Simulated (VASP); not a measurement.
Write the native input for VASP 6.6.1 that does the following.

```yaml
Task: electric field gradients
Functional: PBE
Potentials_or_basis: VASP PAW PBE potentials, release 64 (Re)
Cutoff: 520 eV
k_mesh: 18 × 18 × 10
Occupations: fermi-dirac, width 0.05 eV
Spin: no spin polarisation
Dipole_correction: no
Further_INCAR_settings: ALGO = Normal; EDIFF = 1e-08; NBANDS = 14
```

The structure of Re lies in POSCAR:

```
Re
1.0
    2.5647146349      0.0000000000      0.0000000000
   -1.2823573174      2.2211080272      0.0000000000
    0.0000000000      0.0000000000      4.2868600000
Re
2
Direct
    0.3333333333      0.6666666667      0.2500000000
    0.6666666667      0.3333333333      0.7500000000
```

This cell differs from its parent crystal: z stretched by +3 % at fixed volume.

One way to write it, as run:

INCAR

```
PREC = Accurate
ENCUT = 520
EDIFF = 1E-8
ISMEAR = -1
SIGMA = 0.05
LREAL = F
LASPH = T
NELM = 80
ALGO = Normal
ISIF = 2
LWAVE = F
LCHARG = F
GGA = PE
LEFG = T
NBANDS = 14
```

KPOINTS

```
regular mesh
0
Gamma
  18 18 10
```

Potentials or basis: VASP PAW PBE potentials, release 64 (Re).

Command:

```sh
$ cat potpaw_PBE.64/Re/POTCAR > POTCAR
$ mpirun -np 1 vasp_std > vasp.out
```

It gave:

The pressure is 117.6 GPa. The band gap on the k mesh is zero (bands 7 and 8 overlap by 4.42 eV) and the largest electric field gradient by atom is Re -6.4 V/Å².

Caveat: the stress differs along the axes, from 97 to 128 GPa; without QUAD_EFG the Cq values of the log hold for a quadrupole moment of 1 mb, not for the nuclei; spin-orbit coupling is left out, which moves the levels of the heavy elements.

It took 100 s on 1 thread of Intel Xeon 8259CL (shared host), peak memory 0.19 GiB.
